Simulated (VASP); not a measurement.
# C (P6_3mc) in VASP: a series of runs

C is run at these levels: PBE; tasks: single point.

All numbers are computed with VASP 6.6.1; they aren't measurements. Logs are shortened: lines on timing, memory, paths and dates and some standing lists are left out, and cuts for length are marked.

## 1. The cell of the first run

The structure is hexagonal, space group P6_3mc (No. 186). The conventional cell has a = 2.470 Å, b = 2.470 Å, c = 6.790 Å, α = 90.00°, β = 90.00°, γ = 120.00°. C (site symmetry 3m) has 3 C at 1.43 Å within 1.9 Å. Within 1.9 Å of C (site symmetry 3m) lie 3 C at 1.43 Å.

## 2. Single point, PBE

File INCAR:

```
SYSTEM = C
PREC = Accurate
ENCUT = 600
EDIFF = 1E-6
ISMEAR = -1
SIGMA = 0.1
LREAL = .False.
LASPH = .True.
NELM = 120
ALGO = Normal
ISIF = 2
LWAVE = .False.
LCHARG = .False.
GGA = PE
NBANDS = 16
GGA_COMPAT = .False.
```

File KPOINTS:

```
Automatic mesh
0
Gamma
  3 3 1
  0 0 0
```

File POSCAR:

```
C
1.0
    2.4700000000      0.0000000000      0.0000000000
   -1.2350000000      2.1390827500      0.0000000000
    0.0000000000      0.0000000000      6.7900000000
C
4
Direct
    0.0000000000      0.0000000000      0.0000000000
    0.0000000000      0.0000000000      0.5000000000
    0.3333333300      0.6666666700      0.0050000000
    0.6666666700      0.3333333300      0.5050000000
```

Potentials or basis: VASP PAW PBE potentials, release 64 (C).

Launch:

```bash
$ cat potpaw_PBE.64/C/POTCAR > POTCAR
$ mpirun -np 1 vasp_std > vasp.out
```

OUTCAR:

```text
SYSTEM = C
   PREC = Accurate
   ENCUT = 600
   EDIFF = 1E-6
   ISMEAR = -1
   LREAL = .False.
   LASPH = .True.
   NELM = 120
   ISIF = 2
   GGA = PE

 ion  position               nearest neighbor table
   1  0.000  0.000  0.000-   3 1.43   3 1.43   3 1.43
   2  0.000  0.000  0.500-   4 1.43   4 1.43   4 1.43
   3  0.333  0.667  0.005-   1 1.43   1 1.43   1 1.43
   4  0.667  0.333  0.505-   2 1.43   2 1.43   2 1.43

  LATTYP: Found a hexagonal cell.
 ALAT       =     2.4700000000
 C/A-ratio  =     2.7489878543

  Lattice vectors:

 A1 = (   2.4700000000,   0.0000000000,   0.0000000000)
 A2 = (  -1.2350000000,   2.1390827500,   0.0000000000)
 A3 = (   0.0000000000,   0.0000000000,   6.7900000000)

Analysis of symmetry for initial positions (statically):
=====================================================================
 Subroutine PRICEL returns:
 Original cell was already a primitive cell.

 Routine SETGRP: Setting up the symmetry group for a
 hexagonal supercell.

 Subroutine GETGRP returns: Found 12 space group operations
 (whereof  6 operations were pure point group operations)
 out of a pool of 24 trial point group operations.

The static configuration has the point symmetry C_3v.
 The point group associated with its full space group is C_6v.

Analysis of symmetry for dynamics (positions and initial velocities):
=====================================================================
 Subroutine PRICEL returns:
 Original cell was already a primitive cell.

 Routine SETGRP: Setting up the symmetry group for a
 hexagonal supercell.

 Subroutine GETGRP returns: Found 12 space group operations
 (whereof  6 operations were pure point group operations)
 out of a pool of 24 trial point group operations.

The dynamic configuration has the point symmetry C_3v.
 The point group associated with its full space group is C_6v.

 Subroutine INISYM returns: Found 12 space group operations
 (whereof  6 operations are pure point group operations),
 and found     1 'primitive' translations

----------------------------------------------------------------------------------------

                                     Primitive cell
[... 69 lines left out ...]
   LSORBIT =      F    spin-orbit coupling
   LASPH  =      T    aspherical Exc in radial PAW
   ENCUT  =  600.0 eV  44.10 Ry    6.64 a.u.   4.93  4.93 13.56*2*pi/ulx,y,z
   NELM   =    120;   NELMIN=  2; NELMDL= -5     # of ELM steps
   EDIFF  = 0.1E-05   stopping-criterion for ELM
   LREAL  =      F    real-space projection
   EDIFFG = 0.1E-04   stopping-criterion for IOM
   NSW    =      0    number of steps for IOM
   IBRION =     -1    ionic relax: 0-MD 1-quasi-New 2-CG
   NFREE  =      0    steps in history (QN), initial steepest desc. (CG)
   ISIF   =      2    stress and relaxation
   ISYM   =      2    0-nonsym 1-usesym 2-fastsym
   POTIM  = 0.5000    time-step for ionic-motion
   TEBEG  =    0.0;   TEEND  =   0.0 temperature during run
   PSTRESS=    0.0 pullay stress
   NELECT =      16.0000    total number of electrons
   NUPDOWN=      -1.0000    fix difference up-down
   EMIN   =  10.00;   EMAX   =-10.00  energy-range for DOS
   EFERMI =   0.00;   METHOD = LEGACY
   ISMEAR =    -1;   SIGMA  =   0.10  broadening in eV -4-tet -1-fermi 0-gaus
   EFERMI_NEDOS =   21; number of points for ismear=-14 and -15
   IALGO  =     38    algorithm
   IMIX   =      4    mixing-type and parameters
     AMIX     =   0.40;   BMIX     =  1.00
     AMIX_MAG =   1.60;   BMIX_MAG =  1.00
  volume/ion in A,a.u.               =       8.97        60.52
  Fermi-wavevector in a.u.,A,eV,Ry     =   1.250787  2.363645 21.285884  1.564468
  Thomas-Fermi vector in A             =   2.384765
   LORBIT       =      0    0 simple, 1 ext, 2 COOP (PROOUT), +10 PAW based schemes
   GGA     = PE    functional components
   LHFCALC =     F    Hartree Fock is set to
   AEXX    =    0.0000 exact exchange contribution
   IVDW    =     0    specifies the selected vdW correction
   LEPSILON=     F    determine dielectric tensor
   LRPA    =     F    only Hartree local field effects (RPA)
 non-spin polarized calculation
  energy-cutoff  :      600.00
  volume of cell :       35.88
 maximum number of plane-waves:      1209
 NGX is ok and might be reduce to    20
   NGX =  9   NGY =  9   NGZ = 27

 number of electron      16.0000001 magnetization

 Free energy of the ion-electron system (eV)
  ---------------------------------------------------
  ext. energy  EPLUGINS =         0.00000000
  ---------------------------------------------------
  free energy    TOTEN  =       -35.89806780 eV

  energy without entropy =      -35.83523665  energy(sigma->0) =      -35.86665223

 E-fermi :   4.5507     XC(G=0): -10.2193

 val. band max:        4.5504128400   @ k =   0.3333   0.3333   0.0000
 cond. band min:       5.2310121167   @ k =   0.3333   0.3333   0.0000
 fundamental gap:      0.6805992767
 Fermi energy:         4.5507338516

 k-point     1 :       0.0000    0.0000    0.0000
  band No.  band energies     occupation
      1     -15.0154      2.00000
      2     -14.7395      2.00000
      3      -3.8674      2.00000
      4      -2.0020      2.00000
      5       1.5794      2.00000
      6       1.5794      2.00000
[... 34 lines left out ...]
      3      -7.9703      2.00000
      4      -7.8878      2.00000
      5      -5.9059      2.00000
      6      -5.9059      2.00000
[... 8 lines left out ...]
     15      17.0496      0.00000
     16      19.3421      0.00000

------------------------ aborting loop because EDIFF is reached ----------------------------------------

  FORCE on cell =-STRESS in cart. coord.  units (eV):
  Direction    XX          YY          ZZ          XY          YZ          ZX
  --------------------------------------------------------------------------------------
  -------------------------------------------------------------------------------------
  Total        0.5367045      0.5367045      0.1902034      0.0000000      0.0000000     -0.0000000
  in kB       23.9690864     23.9690865      8.4944360      0.0000000      0.0000000     -0.0000000
  external PRESSURE =      18.8108697 kB  Pullay stress =       0.0000000 kB

 VOLUME and BASIS-vectors are now :
 -----------------------------------------------------------------------------
  energy-cutoff  :      600.00
  volume of cell :       35.88
      direct lattice vectors                 reciprocal lattice vectors
     2.470000000  0.000000000  0.000000000     0.404858300  0.233745048  0.000000000
    -1.235000000  2.139082750  0.000000000     0.000000000  0.467490096  0.000000000
     0.000000000  0.000000000  6.790000000     0.000000000  0.000000000  0.147275405

 POSITION                                       TOTAL-FORCE (eV/Angst)
 -----------------------------------------------------------------------------------
      0.00000      0.00000      0.00000         0.000000     -0.000000      0.564368
      0.00000      0.00000      3.39500         0.000000     -0.000000      0.564368
     -0.00000      1.42606      0.03395         0.000000      0.000000     -0.564368
      1.23500      0.71303      3.42895        -0.000000      0.000000     -0.564368
 -----------------------------------------------------------------------------------
    total drift:                                0.000000      0.000000     -0.000090

  FREE ENERGIE OF THE ION-ELECTRON SYSTEM (eV)
  ---------------------------------------------------
  free  energy   TOTEN  =       -35.8980678034 eV

  energy  without entropy=      -35.8352366486  energy(sigma->0) =      -35.86665223
```

Wall time 7.9 s (1 thread of Intel Xeon 8259CL, shared host); peak memory 0.14 GiB.

Results:

```yaml
Free_energy: -35.8981 eV
Pressure: 1.9 GPa
Largest_force: 0.564 eV/Å
Band_gap_on_the_k_mesh: zero (filled and empty bands touch)
```

Forces on the atoms (eV/Å):
```
C    0.000  0.000  0.564
C    0.000  0.000  0.564
C    0.000  0.000 -0.564
C    0.000  0.000 -0.564
```

Caveat: the k points lie up to 0.98 Å⁻¹ apart; this functional lacks dispersion, which binds the layers, so the pressure and a relaxed spacing across them are unreliable.

## 3. Single point, PBE

File INCAR:

```
ALGO = Normal
EDIFF = 1E-6
ENCUT = 600
GGA = PE
GGA_COMPAT = False
ISIF = 2
ISMEAR = -1
LASPH = True
LCHARG = False
LREAL = False
LWAVE = False
NBANDS = 16
NELM = 120
PREC = Accurate
SIGMA = 0.1
```

File KPOINTS:

```
k-points
0
Gamma
  5 5 2
```

POSCAR is that of step 2.

Potentials or basis: VASP PAW PBE potentials, release 64 (C).

Launch:

```bash
$ cat potpaw_PBE.64/C/POTCAR > POTCAR
$ mpirun -np 1 vasp_std > vasp.out
```

OUTCAR:

```text
EDIFF = 1E-6
   ENCUT = 600
   GGA = PE
   ISIF = 2
   ISMEAR = -1
   LASPH = True
   LREAL = False
   NELM = 120
   PREC = Accurate

 ion  position               nearest neighbor table
   1  0.000  0.000  0.000-   3 1.43   3 1.43   3 1.43
   2  0.000  0.000  0.500-   4 1.43   4 1.43   4 1.43
   3  0.333  0.667  0.005-   1 1.43   1 1.43   1 1.43
   4  0.667  0.333  0.505-   2 1.43   2 1.43   2 1.43

  LATTYP: Found a hexagonal cell.
 ALAT       =     2.4700000000
[... 372 lines left out ...]
  FORCE on cell =-STRESS in cart. coord.  units (eV):
  Direction    XX          YY          ZZ          XY          YZ          ZX
  --------------------------------------------------------------------------------------
  -------------------------------------------------------------------------------------
  Total       -0.3323955     -0.3323955      0.4570384     -0.0000000      0.0000000     -0.0000000
  in kB      -14.8446983    -14.8446983     20.4112220     -0.0000000      0.0000000     -0.0000000
  external PRESSURE =      -3.0927248 kB  Pullay stress =       0.0000000 kB

 VOLUME and BASIS-vectors are now :
 -----------------------------------------------------------------------------
  energy-cutoff  :      600.00
  volume of cell :       35.88
      direct lattice vectors                 reciprocal lattice vectors
     2.470000000  0.000000000  0.000000000     0.404858300  0.233745048  0.000000000
    -1.235000000  2.139082750  0.000000000     0.000000000  0.467490096  0.000000000
     0.000000000  0.000000000  6.790000000     0.000000000  0.000000000  0.147275405

 POSITION                                       TOTAL-FORCE (eV/Angst)
 -----------------------------------------------------------------------------------
      0.00000      0.00000      0.00000         0.000000     -0.000000      0.569514
      0.00000      0.00000      3.39500        -0.000000      0.000000      0.569514
     -0.00000      1.42606      0.03395         0.000000     -0.000000     -0.569514
      1.23500      0.71303      3.42895         0.000000      0.000000     -0.569514
 -----------------------------------------------------------------------------------
    total drift:                                0.000000      0.000000      0.000008

  FREE ENERGIE OF THE ION-ELECTRON SYSTEM (eV)
  ---------------------------------------------------
  free  energy   TOTEN  =       -36.8056274849 eV

  energy  without entropy=      -36.8056235390  energy(sigma->0) =      -36.80562551
```

stdout:

```text
POSCAR found type information on POSCAR C
 POSCAR found :  1 types and       4 ions
 scaLAPACK will be used
 LDA part: xc-table for (Slater+PW92), standard interpolation
 POSCAR, INCAR and KPOINTS ok, starting setup
 FFT: planning ... GRIDC
 FFT: planning ... GRID_SOFT
 FFT: planning ... GRID
 WAVECAR not read
 entering main loop
```

Wall time 12 s (1 thread of Intel Xeon 8259CL, shared host); peak memory 0.14 GiB.

What came out:

| Quantity | Value |
| --- | --- |
| Free energy | -36.8056 eV |
| Pressure | -0.3 GPa |
| Largest force | 0.570 eV/Å |
| Band gap on the k mesh | 2.53 eV, indirect (least direct gap 2.57 eV) |

Forces on the atoms (eV/Å):
```
C    0.000  0.000  0.570
C    0.000  0.000  0.570
C    0.000  0.000 -0.570
C    0.000  0.000 -0.570
```

Stress tensor (GPa, compression positive):
```
-1.48  0.00  0.00
 0.00 -1.48  0.00
 0.00  0.00  2.04
```

Caveat: the k points lie up to 0.59 Å⁻¹ apart; this functional lacks dispersion, which binds the layers, so the pressure and a relaxed spacing across them are unreliable.

## 4. Single point, PBE

File INCAR:

```
PREC = Accurate ; ENCUT = 600
EDIFF = 1E-6 ; ISMEAR = -1
SIGMA = 0.1 ; LREAL = False
LASPH = True ; NELM = 120
ALGO = Normal ; ISIF = 2
LWAVE = False ; LCHARG = False
GGA = PE ; NBANDS = 16
GGA_COMPAT = False
```

File KPOINTS:

```
Automatic mesh
0
Gamma
  8 8 3
```

POSCAR is that of step 3.

Launch:

```bash
$ cat potpaw_PBE.64/C/POTCAR > POTCAR
$ mpirun -np 1 vasp_std > vasp.out
```

Run time: 20 s. Hardware: 1 thread of Intel Xeon 8259CL, shared host; peak memory 0.15 GiB.

It converged, with:

```
Free energy            : -36.8460 eV
Pressure               : -0.4 GPa
Largest force          : 0.568 eV/Å
Band gap on the k mesh : 1.72 eV, indirect (least direct gap 1.75 eV)
```

Forces on the atoms (eV/Å):
```
C    0.000  0.000  0.568
C    0.000  0.000  0.568
C    0.000  0.000 -0.568
C    0.000  0.000 -0.568
```

Stress tensor (GPa, compression positive):
```
-1.86  0.00  0.00
 0.00 -1.86  0.00
 0.00  0.00  2.42
```

Levels at points of the mesh, in eV from the valence-band top:
```csv
k point,band 5,band 6,band 7,band 8,band 9,band 10,band 11,band 12
"(0.00, 0.00, 0.00)",-2.22,-2.22,-2.21,-2.21,4.98,9.07,9.07,9.12
"(0.50, 0.00, 0.00)",-5.60,-5.55,-1.94,-1.29,2.29,2.93,7.95,8.31
```

Caveat: this functional lacks dispersion, which binds the layers, so the pressure and a relaxed spacing across them are unreliable. A k mesh can miss the band edges.

## 5. Single point, PBE

File INCAR:

```
SYSTEM = C
ALGO = Normal ; EDIFF = 1E-6
ENCUT = 600 ; GGA = PE
GGA_COMPAT = .False. ; ISIF = 2
ISMEAR = -1 ; LASPH = .True.
LCHARG = .False. ; LREAL = .False.
LWAVE = .False. ; NBANDS = 16
NELM = 120 ; PREC = Accurate
SIGMA = 0.1
```

File KPOINTS:

```
k-points
0
Gamma
  10 10 4
  0 0 0
```

POSCAR is that of step 4.

Launch:

```bash
$ cat potpaw_PBE.64/C/POTCAR > POTCAR
$ mpirun -np 1 vasp_std > vasp.out
```

Wall time 35 s (1 thread of Intel Xeon 8259CL, shared host); peak memory 0.16 GiB.

Results (log left out):

```
Free energy            : -36.8499 eV
Pressure               : -0.4 GPa
Largest force          : 0.568 eV/Å
Band gap on the k mesh : 1.26 eV, direct
```

Forces on the atoms (eV/Å):
```
C    0.000  0.000  0.568
C    0.000  0.000  0.568
C    0.000  0.000 -0.568
C    0.000  0.000 -0.568
```

Stress tensor (GPa, compression positive):
```
-1.98  0.00  0.00
 0.00 -1.98  0.00
 0.00  0.00  2.71
```

Levels at points of the mesh, in eV from the valence-band top:
```csv
k point,band 4,band 5,band 6,band 7,band 8,band 9,band 10,band 11,band 12,band 13
"(0.00, 0.00, 0.00)",-6.02,-2.47,-2.47,-2.45,-2.45,4.73,8.82,8.82,8.87,8.87
"(0.50, 0.00, 0.00)",-12.59,-5.85,-5.80,-2.18,-1.54,2.04,2.68,7.71,8.07,11.75
"(0.00, 0.00, 0.50)",-7.04,-2.46,-2.46,-2.46,-2.46,7.27,7.27,8.85,8.85,8.85
"(0.50, 0.00, 0.50)",-12.63,-5.82,-5.82,-1.80,-1.80,2.19,2.19,7.88,7.88,13.01
```

Caveat: this functional lacks dispersion, which binds the layers, so the pressure and a relaxed spacing across them are unreliable. A k mesh can miss the band edges.

## 6. Summary

| k mesh | gap on the mesh (eV) | pressure (GPa) | largest force (eV/Å) |
| --- | --- | --- | --- |
| 3 × 3 × 1 | none | 1.9 | 0.56 |
| 5 × 5 × 2 | 2.53 | -0.3 | 0.57 |
| 8 × 8 × 3 | 1.72 | -0.4 | 0.57 |
| 10 × 10 × 4 | 1.26 | -0.4 | 0.57 |

Alike in all rows: task single point; level PBE; potentials or basis VASP PAW PBE potentials, release 64 (C); no spin polarisation; cell as given; cutoff (eV) 600; smearing fermi-dirac 0.1 eV.

Caveats: some runs use coarse meshes; this functional lacks dispersion, which binds the layers, so the pressure and a relaxed spacing across them are unreliable.

Total energies depend on the potentials used, so only differences within one code and one set of settings carry meaning.
